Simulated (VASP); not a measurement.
The system is BAs.

```
B As
1.0
     2.12755    0.00000    0.00000
     0.00000    3.17406    0.00000
     0.00000    0.00000    4.95098
B As
1 1
Cartesian
  0.0000 1.5870 0.0000
  1.0638 1.5870 2.4755
```

```yaml
Program: VASP 6.6.1
Task: relaxation of cell and atoms
Functional: RPBE
Dispersion: D3(BJ)
Potentials_or_basis: VASP PAW PBE potentials, release 64 (B, As)
Cutoff: 600 eV
k_mesh: 12 × 8 × 6
Occupations: fermi-dirac, width 0.05 eV
Spin: no spin polarisation
```

At the start: pressure -1.3 GPa; volume 16.72 Å³/atom.

Q: Where does the relaxation end?

A: Over 23 steps the energy falls by 955.6 meV/atom and the volume is 13.69 Å³/atom (-18.1 %); space group Pmmm (No. 47, to 0.05 Å).

The path:
| step | energy change (eV) | largest force (eV/Å) | pressure (GPa) | volume (Å³) |
| --- | --- | --- | --- | --- |
| 1 | 0.0000 | 0.0000 | -1.32 | 33.43 |
| 2 | -1.0370 | 0.0000 | -16.11 | 32.25 |
| 3 | -1.7316 | 0.0000 | 0.77 | 29.50 |
| 4 | -1.5605 | 0.0000 | -14.57 | 29.58 |
| 5 | -1.7638 | 0.0000 | -12.84 | 29.55 |
| 6 | -1.7977 | 0.0000 | -1.40 | 28.39 |
| 7 | -1.8016 | 0.0000 | -4.97 | 28.65 |
| 8 | -1.8168 | 0.0000 | 6.34 | 28.31 |
| 9 | -1.8169 | 0.0000 | 5.34 | 28.34 |
| 10 | -1.8298 | 0.0000 | 3.83 | 28.35 |
| 11 | -1.8523 | 0.0000 | 0.00 | 28.36 |
| 12 | -1.8692 | 0.0000 | -3.97 | 28.32 |
| 13 | -1.6321 | 0.0000 | 2.96 | 28.03 |
| 14 | -1.8709 | 0.0000 | -4.24 | 28.31 |
| 15 | -1.8917 | 0.0000 | -2.17 | 27.96 |
| 16 | -1.8970 | 0.0000 | -0.40 | 27.73 |
| 17 | -1.9060 | 0.0000 | -4.50 | 27.67 |
| 18 | -1.9064 | 0.0000 | -5.33 | 27.65 |
| 19 | -1.9110 | 0.0000 | -1.06 | 27.43 |
| 20 | -1.9112 | 0.0000 | 0.11 | 27.37 |
| 21 | -1.9112 | 0.0000 | 0.23 | 27.37 |
| 22 | -1.9112 | 0.0000 | -0.09 | 27.38 |
| 23 | -1.9112 | 0.0000 | -0.02 | 27.37 |

Final structure:
```
B As
1.0
     2.50767    0.00000    0.00000
     0.00000    2.40464    0.00000
     0.00000    0.00000    4.53962
B As
1 1
Cartesian
  0.0000 1.2023 0.0000
  1.2538 1.2023 2.2698
```

Caveat: the volume moved by over 15 % at a fixed basis, so the end points are rough; the PAW data sets were made with another functional, which shifts forces and pressure a little.
